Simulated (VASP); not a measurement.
Input of a VASP 6.6.1 run:

Contents of INCAR:

```
SYSTEM = GaSb
PREC = Accurate
ENCUT = 520
EDIFF = 1E-7
ISMEAR = -1
SIGMA = 0.08
LREAL = .FALSE.
LASPH = .TRUE.
NELM = 100
ALGO = Normal
ISIF = 2
LWAVE = .FALSE.
LCHARG = .FALSE.
GGA = PS
NBANDS = 16
```

The input KPOINTS:

```
Automatic mesh
0
G
  9 9 9
  0 0 0
```

The input POSCAR:

```
GaSb
1.0
    0.0000000000      3.1080583506      3.1080583506
    3.1080583506      0.0000000000      3.1080583506
    3.1080583506      3.1080583506      0.0000000000
Ga Sb
1 1
Direct
    0.0000000000      0.0000000000      0.0000000000
    0.2500000000      0.2500000000      0.2500000000
```

Potentials or basis: VASP PAW PBE potentials, release 64 (Ga_d, Sb).

Launch:

```sh
$ cat potpaw_PBE.64/Ga_d/POTCAR potpaw_PBE.64/Sb/POTCAR > POTCAR
$ mpirun -np 1 vasp_std > vasp.out
```

Question: What does it give for the band gap on the k mesh?

Answer: Zero (filled and empty bands touch).

Question: Predict the pressure.

Answer: -2.2 GPa.

Caveat: the PAW data sets were made with another functional, which shifts forces and pressure a little; spin-orbit coupling is left out, which moves the levels of the heavy elements.
